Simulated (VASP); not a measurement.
Wanted: the native input for a VASP 6.6.1 run.

* Task: single point
* Functional: PBEsol
* Dispersion: D3(BJ)
* Potentials or basis: VASP PAW PBE potentials, release 64 (C)
* Cutoff: 520 eV
* k mesh: 18 × 18 × 18
* Occupations: gaussian, width 0.03 eV
* Spin: no spin polarisation
* Dipole correction: no
* Further INCAR settings: ALGO = Normal; EDIFF = 1e-07; NBANDS = 11

The structure of C lies in POSCAR:

```
C
1.0
    0.0000000000      2.0084277477      3.3336958217
    1.1603337859      0.0000000000      3.3336958217
    1.1603337859      2.0084277477      0.0000000000
C
2
Direct
    0.1667066167      0.8332933833      0.1667066167
    0.8332933833      0.1667066167      0.8332933833
```

The input as run:

INCAR

```
ALGO     = Normal         # electronic algorithm
EDIFF    = 1E-7           # SCF threshold, eV
ENCUT    = 520            # plane-wave cutoff, eV
GGA      = PS             # functional
ISIF     = 2              # what is computed and relaxed
ISMEAR   = 0              # smearing method
IVDW     = 12             # dispersion correction
LASPH    = True           # aspherical terms in the spheres
LCHARG   = True           # write CHGCAR
LELF     = True           # ELF
LREAL    = False          # projectors in reciprocal space
LVHAR    = True         
LWAVE    = False          # write WAVECAR
NBANDS   = 11             # bands
NELM     = 60             # most SCF steps
PREC     = Accurate       # precision mode
SIGMA    = 0.03           # smearing width, eV
```

KPOINTS

```
k-points
0
Gamma
  18 18 18
```

Potentials or basis: VASP PAW PBE potentials, release 64 (C).

Command:

```bash
$ cat potpaw_PBE.64/C/POTCAR > POTCAR
$ mpirun -np 1 vasp_std > vasp.out
```

Results of the run:

| Item | Value |
| --- | --- |
| Pressure | 64.6 GPa |
| Dispersion energy per atom | -0.102 eV |

Caveat: the stress differs along the axes, from -1 to 97 GPa; the PAW data sets were made with another functional, which shifts forces and pressure a little.

Run time: 94 s on 1 thread of Intel(R) Xeon(R) 6975P-C (Granite Rapids), on a shared host, peak memory 0.24 GiB.
